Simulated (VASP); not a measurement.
# Al16HO24 (a cell with a defect) in VASP: single point with r2SCAN+D3(BJ)

Aim: the single point of Al16HO24 (a cell with a defect) with r2SCAN+D3(BJ).

Program: VASP 6.6.1. These are calculated values, not measurements. Logs are shortened: lines on timing, memory, paths and dates and some standing lists are left out, and cuts for length are marked.

### 1 The cell of the first run

The cell holds a defect, 41 atoms: a = 6.990 Å, b = 6.990 Å, c = 6.990 Å, α = 85.71°, β = 85.71°, γ = 85.71°.

### 2 Single point, r2SCAN+D3(BJ), collinear spin

POSCAR reads:

```
Al16HO24
1.0
   -4.7540000000     -2.7447230000      4.3273330000
    4.7540000000     -2.7447230000      4.3273330000
    0.0000000000      5.4894460000      4.3273330000
Al O H
16 24 1
Direct
    0.3511733242      0.3569789616      0.3418709040
    0.1526056244      0.1305189606      0.1306868781
    0.6566501397      0.6531793783      0.6340929857
    0.8487007471      0.8680108018      0.8526539240
    0.8471769154      0.8525618544      0.3404555023
    0.6451761791      0.6378770626      0.1410571746
    0.1333484600      0.1437607444      0.6435964589
    0.3411201694      0.3529207584      0.8452674637
    0.8470187287      0.3469135541      0.8540959137
    0.6399273994      0.1697759480      0.6499948084
    0.1510574891      0.6314108757      0.1430670632
    0.3437959979      0.8452053374      0.3545128801
    0.3613769237      0.8378809203      0.8403818140
    0.1443729843      0.6470023490      0.6410311859
    0.6571921707      0.1555724820      0.1509467141
    0.8640766987      0.3421583142      0.3656800674
    0.4059348766      0.6080594033      0.7373846872
    0.7531473749      0.3978465756      0.5985594118
    0.6039911138      0.7617319636      0.3915024470
    0.6000337849      0.3996130866      0.2557915244
    0.2643949476      0.6013953683      0.4005786000
    0.3981277004      0.2595917307      0.6016012636
    0.9132819818      0.0968116410      0.7659656728
    0.2393598385      0.9067136458      0.5827280662
    0.1018878267      0.2647191267      0.4110313749
    0.1049838996      0.8820558390      0.2362079292
    0.7494943009      0.0928472668      0.4083826081
    0.9008736899      0.7323629621      0.5880160226
    0.8897515033      0.5802857902      0.2431657348
    0.2562512973      0.3894443978      0.0931889712
    0.1023158387      0.7571959396      0.8736804673
    0.0946366557      0.4067317335      0.7349589283
    0.7401516445      0.6116282957      0.8945459146
    0.9178127084      0.2433701338      0.0919446615
    0.4097743735      0.0885711762      0.2438899103
    0.7412400205      0.8972770420      0.1078934864
    0.6007363451      0.2632941912      0.9069447966
    0.5911977265      0.9239280588      0.7226959862
    0.2519663883      0.0814152734      0.8991326838
    0.4081478206      0.7371339376      0.0834658330
   -0.0118299687      0.5166302753     -0.0229099599
```

INCAR.step1 reads:

```
SYSTEM = Al16HO24
  ALGO = Normal
  EDIFF = 1E-4
  ENCUT = 520
  GGA = PE
  ISMEAR = -1
  ISPIN = 2
  LASPH = .TRUE.
  LCHARG = .FALSE.
  LREAL = Auto
  LWAVE = .TRUE.
  MAGMOM = 0 0 0 0 0 0 0 0 0 0 0 0 0 0 0 0 0 0 0 0 0 0 0 0 0 0 0 0 0 0 0 0 0 0 0 0 0 0 0 0 1
  NBANDS = 126
  NELM = 150
  PREC = Accurate
  SIGMA = 0.05
```

INCAR.step2 reads:

```
SYSTEM = Al16HO24
  ALGO = Normal
  EDIFF = 1E-6
  ENCUT = 520
  ISIF = 2
  ISMEAR = -1
  ISPIN = 2
  ISTART = 1
  IVDW = 12
  LASPH = .TRUE.
  LCHARG = .FALSE.
  LMIXTAU = .TRUE.
  LORBIT = 11
  LREAL = Auto
  LWAVE = .FALSE.
  MAGMOM = 0 0 0 0 0 0 0 0 0 0 0 0 0 0 0 0 0 0 0 0 0 0 0 0 0 0 0 0 0 0 0 0 0 0 0 0 0 0 0 0 1
  METAGGA = R2SCAN
  NBANDS = 126
  NELM = 150
  PREC = Accurate
  SIGMA = 0.05
  VDW_A1 = 0.49484001
  VDW_A2 = 5.73083694
  VDW_S6 = 1.0
  VDW_S8 = 0.78981345
```

KPOINTS reads:

```
k-points
0
G
  1 1 1
  0 0 0
```

Potentials or basis: VASP PAW PBE potentials, release 64 (Al, O, H).

Run with:

```console
$ cat potpaw_PBE.64/Al/POTCAR potpaw_PBE.64/O/POTCAR potpaw_PBE.64/H/POTCAR > POTCAR
$ cp INCAR.step1 INCAR
$ mpirun -np 1 vasp_gam > vasp.out
$ cp INCAR.step2 INCAR
$ mpirun -np 1 vasp_gam > vasp.out
```

OUTCAR:

```text
SYSTEM = Al16HO24
   EDIFF = 1E-6
   ENCUT = 520
   ISIF = 2
   ISMEAR = -1
   ISPIN = 2
   ISTART = 1
   IVDW = 12
   LASPH = .TRUE.
   LORBIT = 11
   LREAL = Auto
   METAGGA = R2SCAN
   NELM = 150
   PREC = Accurate
 IVDW          = 12

 ion  position               nearest neighbor table
   1  0.351  0.357  0.342-  21 1.84  20 1.84  30 1.90  25 1.92  22 1.93  35 2.05  11 2.66   2 2.76
                            15 2.78   7 2.89   6 3.13  10 3.20  14 3.21
   2  0.153  0.131  0.131-  39 1.76  34 1.80  26 1.88  30 1.99  35 2.01  25 2.23   8 2.75   1 2.76
                            12 2.77  16 2.89  13 3.19   5 3.20   9 3.21
   3  0.657  0.653  0.634-  28 1.83  19 1.86  17 1.88  18 1.89  33 1.95  38 2.04   4 2.71   5 2.71
                            13 2.73   9 2.85  16 3.17  12 3.20   8 3.35
   4  0.849  0.868  0.853-  23 1.75  31 1.89  36 1.90  33 1.99  38 2.07  28 2.14   3 2.71  10 2.83
                             6 2.85  14 2.87   7 3.09  15 3.16  11 3.31   9 3.35
   5  0.847  0.853  0.340-  36 1.83  27 1.85  19 1.86  26 1.91  28 1.92  29 2.06   6 2.67   3 2.71
                            15 2.73  11 2.86   2 3.20  14 3.25
   6  0.645  0.638  0.141-  40 1.81  33 1.82  20 1.83  29 1.91  36 1.97  19 2.00   5 2.67   4 2.85
                            12 2.86  16 2.91   1 3.13   9 3.15  13 3.17  15 3.36
   7  0.133  0.144  0.644-  23 1.74  25 1.80  24 1.83  32 1.98  39 2.03  22 2.07   8 2.68   9 2.76
                             1 2.89  13 2.90  16 3.00   4 3.09  12 3.21
   8  0.341  0.353  0.845-  30 1.82  22 1.87  32 1.94  37 1.94  17 1.96  39 2.04   7 2.68  10 2.70
                             2 2.75  14 2.75  11 3.11  15 3.34   3 3.35
   9  0.847  0.347  0.854-  34 1.85  37 1.86  41 1.89  23 1.91  32 1.92  18 1.95  33 1.98  10 2.55
                            15 2.70   7 2.76   3 2.85   6 3.15   2 3.21  14 3.26   4 3.35
  10  0.640  0.170  0.650-  38 1.81  22 1.81  18 1.83  27 1.90  37 1.95  23 2.14   9 2.55   8 2.70
                            16 2.70   4 2.83   1 3.20  13 3.28
  11  0.151  0.631  0.143-  30 1.84  26 1.91  41 1.94  29 1.96  40 2.00  21 2.01  31 2.06   1 2.66
                            12 2.68  13 2.85   5 2.86   8 3.11  16 3.19   4 3.31
  12  0.344  0.845  0.355-  24 1.77  21 1.83  35 1.89  19 1.90  26 1.91  40 2.10  11 2.68  14 2.71
                             2 2.77   6 2.86   3 3.20   7 3.21  15 3.36
  13  0.361  0.838  0.840-  17 1.81  40 1.83  38 1.87  39 1.87  31 1.93  24 2.06  14 2.63   3 2.73
                            11 2.85   7 2.90   6 3.17   2 3.19  10 3.28
  14  0.144  0.647  0.641-  32 1.81  28 1.82  31 1.85  21 1.86  24 1.98  17 1.99  13 2.63  12 2.71
                             8 2.75   4 2.87   1 3.21   5 3.25   9 3.26
  15  0.657  0.156  0.151-  37 1.87  35 1.88  36 1.90  20 1.91  27 1.96  34 1.97  16 2.64   9 2.70
                             5 2.73   1 2.78   4 3.16   8 3.34   6 3.36  12 3.36
  16  0.864  0.342  0.366-  25 1.75  18 1.81  29 1.83  27 1.97  20 2.05  34 2.08  15 2.64  10 2.70
                             2 2.89   6 2.91   7 3.00   3 3.17  11 3.19
  17  0.406  0.608  0.737-  13 1.81   3 1.88   8 1.96  14 1.99
  18  0.753  0.398  0.599-  16 1.81  10 1.83   3 1.89   9 1.95
  19  0.604  0.762  0.392-   3 1.86   5 1.86  12 1.90   6 2.00
  20  0.600  0.400  0.256-   6 1.83   1 1.84  15 1.91  16 2.05
  21  0.264  0.601  0.401-  12 1.83   1 1.84  14 1.86  11 2.01
[... 285 lines left out ...]
      2     -13.5800      1.00000
      3     -13.3009      1.00000
      4     -13.2768      1.00000
      5     -12.9595      1.00000
      6     -12.8319      1.00000
[... 100 lines left out ...]
    107      16.7057      0.00000
    108      16.8241      0.00000
 Fermi energy:         9.5590739097

 spin component 2

 k-point     1 :       0.0000    0.0000    0.0000
  band No.  band energies     occupation
      1     -14.5090      1.00000
      2     -13.5716      1.00000
      3     -13.2705      1.00000
      4     -13.2430      1.00000
      5     -12.9492      1.00000
      6     -12.8051      1.00000
[... 100 lines left out ...]
    107      16.7404      0.00000
    108      16.8641      0.00000
 [bands above 108 left out]

------------------------ aborting loop because EDIFF is reached ----------------------------------------

 Edisp (eV)   -4.56269

 E8    (eV) :    -1.3144

  FORCE on cell =-STRESS in cart. coord.  units (eV):
  Direction    XX          YY          ZZ          XY          YZ          ZX
  --------------------------------------------------------------------------------------
  -------------------------------------------------------------------------------------
  Total       3.19138    10.37526     4.99513     1.45043     1.92088     1.24444
  in kB      15.09246    49.06595    23.62262     6.85928     9.08409     5.88512
  external pressure =       29.26 kB  Pullay stress =        0.00 kB

 VOLUME and BASIS-vectors are now :
 -----------------------------------------------------------------------------
  energy-cutoff  :      520.00
  volume of cell :      338.79
      direct lattice vectors                 reciprocal lattice vectors
    -4.754000000 -2.744723000  4.327333000    -0.105174590 -0.060722582  0.077029739
     4.754000000 -2.744723000  4.327333000     0.105174590 -0.060722582  0.077029739
     0.000000000  5.489446000  4.327333000     0.000000000  0.121445163  0.077029739

 POSITION                                       TOTAL-FORCE (eV/Angst)
 -----------------------------------------------------------------------------------
      0.02760     -0.06700      4.54380        -1.487753      1.567868      0.232753
     -0.10500     -0.05970      1.79070        -0.778335      0.460183      1.174971
     -0.01650     -0.11430      8.41200         0.577677      0.359416     -0.166037
      0.09180     -0.03130     11.11850        -1.286749      1.180997     -1.506117
      0.02560     -2.79640      8.82860        -0.843257      1.001087      0.342345
     -0.03470     -2.74730      6.16260         0.469277      0.215094      0.941741
[... 33 lines left out ...]
      1.56400     -2.68530      5.31720         0.407463      0.651502     -0.316257
     -2.24170      1.23342     10.73997        -0.089021      0.045946      0.340006
 -----------------------------------------------------------------------------------
    total drift:                               -0.002402      0.002829     -0.002028

  FREE ENERGIE OF THE ION-ELECTRON SYSTEM (eV)
  ---------------------------------------------------
  free  energy   TOTEN  =      -385.8885387069 eV

  energy  without entropy=     -385.8885387069  energy(sigma->0) =     -385.88853871

 total charge

# of ion       s       p       d       tot
------------------------------------------
    1        0.302   0.404   0.000   0.706
    2        0.313   0.409   0.000   0.722
    3        0.305   0.407   0.000   0.711
    4        0.304   0.390   0.000   0.693
    5        0.307   0.412   0.000   0.719
    6        0.312   0.424   0.000   0.736
[... 33 lines left out ...]
   40        1.551   3.676   0.000   5.228
   41        0.487   0.013   0.000   0.500
--------------------------------------------------
tot         42.704  94.959   0.000 137.663

 magnetization (x)

# of ion       s       p       d       tot
------------------------------------------
    1        0.000   0.000   0.000   0.001
    2        0.000  -0.000   0.000   0.000
    3        0.000   0.000   0.000   0.001
    4       -0.000  -0.001   0.000  -0.001
    5        0.000   0.000   0.000   0.000
    6       -0.000  -0.000   0.000  -0.001
[... 33 lines left out ...]
   40        0.000  -0.000   0.000   0.000
   41        0.349   0.003   0.000   0.352
--------------------------------------------------
tot          0.390   0.288   0.000   0.678
```

Wall time 4 min (1 thread of Intel Xeon 6975P-C (Granite Rapids), shared host); peak memory 0.57 GiB.

Results:

- Free energy: -385.8885 eV
- Pressure: 2.9 GPa
- Largest force: 3.295 eV/Å
- Band gap on the k mesh: 2.90 eV
- Net moment: 1.00 μB per cell
- Site moments: Al +0.00, -0.00 (each value once); O +0.00, -0.00, +0.06, +0.03, +0.07 (each value once); H +0.35 μB
- Valence electrons inside the program's atomic spheres: Al 0.71, 0.72, 0.69, 0.74, 0.75, 0.67, 0.73, 0.70 (each value once); O 5.24, 5.27, 5.25, 5.26, 5.23, 5.29, 5.22, 5.21, 5.19 (each value once); H 0.50
- Dispersion energy per atom: -0.111 eV

Forces in eV/Å, atoms in the order of the input:
```
Al  -1.488  1.568  0.233
Al  -0.778  0.460  1.175
Al   0.578  0.359 -0.166
Al  -1.287  1.181 -1.506
Al  -0.843  1.001  0.342
Al   0.469  0.215  0.942
Al  -2.055 -0.996  1.900
Al  -0.654 -0.775  0.228
Al   0.492 -1.196  1.472
Al  -0.796  0.407 -1.957
Al   1.333 -0.917 -0.111
Al  -0.775 -2.295  1.129
Al   1.633 -0.433  0.892
Al   0.400 -0.532  0.170
Al   0.176  1.288 -1.107
Al   1.238 -1.019 -1.171
O   -1.309  0.518 -0.940
O    0.373  0.077  0.318
O   -0.107  2.115 -1.166
O   -0.137 -0.034 -0.609
O   -0.244  0.382 -1.773
O   -0.198 -0.721 -0.349
O    1.770 -0.257 -1.178
O    0.231  0.009  0.230
O   -0.892 -0.409 -1.381
O    1.978  0.215  0.085
O   -0.027 -1.299  1.256
O    0.883 -1.376  0.538
O   -0.705 -0.829  2.065
O    0.510 -0.138  0.387
O    0.314  2.364  0.829
O   -0.745  1.189  0.031
O   -0.403 -0.065 -0.505
O    0.558  1.580 -0.747
O    1.099  0.405 -0.119
O    0.111 -3.293 -0.047
O   -0.167  0.235 -0.669
O   -1.425  1.593  0.851
O    0.572 -1.278  0.404
O    0.407  0.652 -0.316
H   -0.089  0.046  0.340
```

Levels at points of the mesh, in eV from the valence-band top:
Spin up:
| k point | band 93 | band 94 | band 95 | band 96 | band 97 | band 98 | band 99 | band 100 | band 101 | band 102 |
| --- | --- | --- | --- | --- | --- | --- | --- | --- | --- | --- |
| (0.00, 0.00, 0.00) | -2.55 | -2.49 | -2.40 | -2.28 | 0.00 | 4.76 | 6.98 | 7.52 | 7.68 | 7.80 |
Spin down:
| k point | band 92 | band 93 | band 94 | band 95 | band 96 | band 97 | band 98 | band 99 | band 100 | band 101 |
| --- | --- | --- | --- | --- | --- | --- | --- | --- | --- | --- |
| (0.00, 0.00, 0.00) | -2.55 | -2.49 | -2.45 | -2.37 | -2.25 | 2.90 | 5.00 | 7.18 | 7.54 | 7.70 |

Caveat: the k points lie up to 0.90 Å⁻¹ apart; the atoms stand as in a frame of molecular dynamics; the PAW data sets were made with another functional, which shifts forces and pressure a little.
